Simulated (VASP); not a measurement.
**B3P: single point with PBE**

Crystal: B3P.

```
B P
1.0
     3.13392    0.00000    0.00000
     0.00000    3.13392    0.00000
     0.00000    0.00000    3.13392
B P
3 1
Cartesian
  0.0000 1.5670 1.5670
  1.5670 0.0000 1.5670
  1.5670 1.5670 0.0000
  0.0000 0.0000 0.0000
```

```
Program             : VASP 6.6.1
Task                : single point
Functional          : PBE
Potentials or basis : VASP PAW PBE potentials, release 64 (B, P)
Cutoff              : 500 eV
k mesh              : 6 × 6 × 6
Occupations         : gaussian, width 0.1 eV
Spin                : no spin polarisation
```

```
Pressure               : -0.5 GPa
Band gap on the k mesh : zero (band 7 reaches 12.84 eV, above the bottom of band 8 at 4.27 eV)
```

Levels at points of the mesh, in eV from the Fermi level:
```csv
k point,band 5,band 6,band 7,band 8,band 9,band 10
"(0.00, 0.00, 0.00)",-3.48,-2.93,-2.93,3.87,3.87,3.87
"(0.50, 0.00, 0.00)",-3.50,-3.50,-1.86,-0.54,-0.49,1.00
"(0.50, 0.50, 0.00)",-0.77,-0.73,-0.73,0.70,0.86,2.70
"(0.50, 0.50, 0.50)",-8.28,-6.82,-6.82,-6.82,9.38,9.38
```

Wall time 4.8 s on 1 thread of Intel(R) Xeon(R) Platinum 8559C (Emerald Rapids), on a shared host, peak memory 0.13 GiB.
